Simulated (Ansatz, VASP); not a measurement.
## Two plane-wave programs on MoS2

```xyz
6
Lattice="3.2438 0.0000 0.0000 -1.6219 2.8092 0.0000 0.0000 0.0000 11.9713" Properties=species:S:1:pos:R:3 pbc="T T T"
Mo    1.6219    0.9364    2.9933
Mo    0.0000    1.8728    8.9780
S     0.0000    1.8728    4.5286
S     1.6219    0.9364   10.5134
S     0.0000    1.8728    1.4580
S     1.6219    0.9364    7.4427
```

Alike in both runs: task single point; functional PBE; dispersion D3(BJ); k mesh 12 × 12 × 4; occupations gaussian, width 0.02 eV; no spin polarisation.

|  | VASP | Ansatz |
| --- | --- | --- |
| version | VASP 6.6.1 | Ansatz 0.2.0 |
| potentials or method | VASP PAW PBE potentials, release 64 (Mo_sv, S), cutoff 520 eV | scalar-relativistic, plane waves, PAW |
| valence electrons in the cell | 52 | 52 |

VASP gave:

```
gap on the k mesh at the Fermi level (eV)                     : 0.51
least direct gap on the mesh (eV)                             : 1.40
pressure (GPa)                                                : -5.2
traceless stress, the component that is largest in VASP (GPa) : 5.05
rms of the force components (eV/Å)                            : 0.006
```

Problem. Estimate Ansatz's values.

Solution. gap on the k mesh at the Fermi level (eV): 0.49; least direct gap on the mesh (eV): 1.40; pressure (GPa): -5.1; traceless stress, the component that is largest in VASP (GPa): 5.08; rms of the force components (eV/Å): 0.001.

Atom by atom the forces differ by 0.006 eV/Å (rms over components).
